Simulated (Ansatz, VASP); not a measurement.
## Hf4C: VASP beside Ansatz

The input INCAR:

```
PREC = Accurate
ENCUT = 520
EDIFF = 1E-7
ISMEAR = 0
SIGMA = 0.1
LREAL = False
LASPH = True
NELM = 100
ALGO = Normal
ISIF = 2
LWAVE = False
LCHARG = False
GGA = PE
NBANDS = 30
```

The input KPOINTS:

```
Automatic mesh
0
Gamma
  12 12 4
```

File POSCAR:

```
Hf4C
1.0
    3.2475980563      0.0000000000      0.0000000000
   -1.6237990282      2.8125024180      0.0000000000
    0.0000000000      0.0000000000     10.3636916314
Hf C
4 1
Direct
    0.6666666667      0.3333333333      0.8757598064
    0.3333333333      0.6666666667      0.1242401936
    0.6666666667      0.3333333333      0.3819572959
    0.3333333333      0.6666666667      0.6180427041
    0.0000000000      0.0000000000      0.0000000000
```

Input for Ansatz:

```yaml
crystal:
  lattice:
    - [3.2475980563, 0.0, 0.0]
    - [-1.6237990282, 2.812502418, 0.0]
    - [0.0, 0.0, 10.3636916314]
  atoms:
    - { symbol: Hf, position: [0.6666666667, 0.3333333333, 0.8757598064] }
    - { symbol: Hf, position: [0.3333333333, 0.6666666667, 0.1242401936] }
    - { symbol: Hf, position: [0.6666666667, 0.3333333333, 0.3819572959] }
    - { symbol: Hf, position: [0.3333333333, 0.6666666667, 0.6180427041] }
    - { symbol: C, position: [0.0, 0.0, 0.0] }
basis:
  ecutwfc: 420
kpoints:
  mp_grid: { grid: [12, 12, 4] }
  band_path:
    path:
      - [[0.0, 0.0, 0.0], [0.5, 0.0, 0.0], [0.33333333, 0.33333333, 0.0], [0.0, 0.0, 0.0], [0.0, 0.0, 0.5], [0.5, 0.0, 0.5], [0.33333333, 0.33333333, 0.5], [0.0, 0.0, 0.5]]
      - [[0.5, 0.0, 0.5], [0.5, 0.0, 0.0]]
      - [[0.33333333, 0.33333333, 0.5], [0.33333333, 0.33333333, 0.0]]
    npoints: 14
hamiltonian:
  xc: pbe
scf:
  occupations: { method: gaussian, width: 0.1 }
  n_extra_bands: 12
output:
  forces: true
  stress: true
  eigenvalues: true
  populations: true
  dos: { projected: true, de: 0.02, nscf_kmesh: { grid: [15, 15, 5] } }
  bader: true
  write_density: true
  write_potential: true
  elf: true
  volumetric_format: npy
```

Alike in both runs: task single point; functional PBE; k mesh 12 × 12 × 4; occupations gaussian, width 0.1 eV; no spin polarisation.

|  | VASP | Ansatz |
| --- | --- | --- |
| version | VASP 6.6.1 | Ansatz 0.2.0 |
| potentials or method | VASP PAW PBE potentials, release 64 (Hf_pv, C), cutoff 520 eV | scalar-relativistic, plane waves, PAW |
| valence electrons in the cell | 44 | 108 |

```tsv
	VASP	Ansatz	Ansatz less VASP
gap on the k mesh at the Fermi level (eV)	none	none	-
pressure (GPa)	-0.5	0.0	+0.51
rms of the force components (eV/Å)	0.023	0.000	-0.0230
```

Atom by atom the forces differ by 0.023 eV/Å (rms over components). A gap of «none» marks a metal or a gap that the smearing closes. VASP's potentials hold 44 valence electrons a cell and Ansatz's 108, so a difference there can come from the potentials and not from the codes.

Spin-orbit coupling is off throughout.
